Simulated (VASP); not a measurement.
Wanted: the native input for a VASP 6.6.1 run.

```
Task                   : single point
Functional             : PBE
Potentials or basis    : VASP PAW PBE potentials, release 64 (Ag, I)
Cutoff                 : 500 eV
k mesh                 : 6 × 6 × 4
Occupations            : gaussian, width 0.02 eV
Spin                   : no spin polarisation
Dipole correction      : no
Further INCAR settings : ALGO = Normal; EDIFF = 1e-06; NBANDS = 26
```

The structure of AgI lies in POSCAR:

```
AgI
1.0
    4.5456981873      0.0000000000      0.0000000000
   -2.2728490936      3.9366901081      0.0000000000
    0.0000000000      0.0000000000      7.9029154819
Ag I
2 2
Direct
    0.3333333333      0.6666666667      0.0105302050
    0.6666666667      0.3333333333      0.5105302050
    0.3333333333      0.6666666667      0.3693697950
    0.6666666667      0.3333333333      0.8693697950
```

This cell differs from its parent crystal: biaxial strain in the a-b plane: -3.0 %, then relaxed in part.

These files were run (other wordings do the same):

INCAR

```
PREC     = Accurate       # precision mode
ENCUT    = 500            # plane-wave cutoff, eV
EDIFF    = 1E-6           # SCF threshold, eV
ISMEAR   = 0              # smearing method
SIGMA    = 0.02           # smearing width, eV
LREAL    = F              # projectors in reciprocal space
LASPH    = T              # aspherical terms in the spheres
NELM     = 120            # most SCF steps
ALGO     = Normal         # electronic algorithm
ISIF     = 2              # what is computed and relaxed
LWAVE    = F              # write WAVECAR
LCHARG   = T              # write CHGCAR
GGA      = PE             # functional
LELF     = T              # ELF
LVHAR    = T            
NBANDS   = 26             # bands
GGA_COMPAT= F
```

KPOINTS

```
Automatic mesh
0
Gamma
  6 6 4
```

Potentials or basis: VASP PAW PBE potentials, release 64 (Ag, I).

Run with:

```sh
$ cat potpaw_PBE.64/Ag/POTCAR potpaw_PBE.64/I/POTCAR > POTCAR
$ mpirun -np 1 vasp_std > vasp.out
```

Results of the run:

* Pressure: 0.7 GPa
* Band gap on the k mesh: 1.31 eV

Caveat: the cell differs from its parent crystal (biaxial strain in the a-b plane: -3.0 %, then relaxed in part); spin-orbit coupling is left out, which moves the levels of the heavy elements.

Wall time 34 s on 1 thread of Intel(R) Xeon(R) 6975P-C (Granite Rapids), with other jobs on the host, peak memory 0.29 GiB.
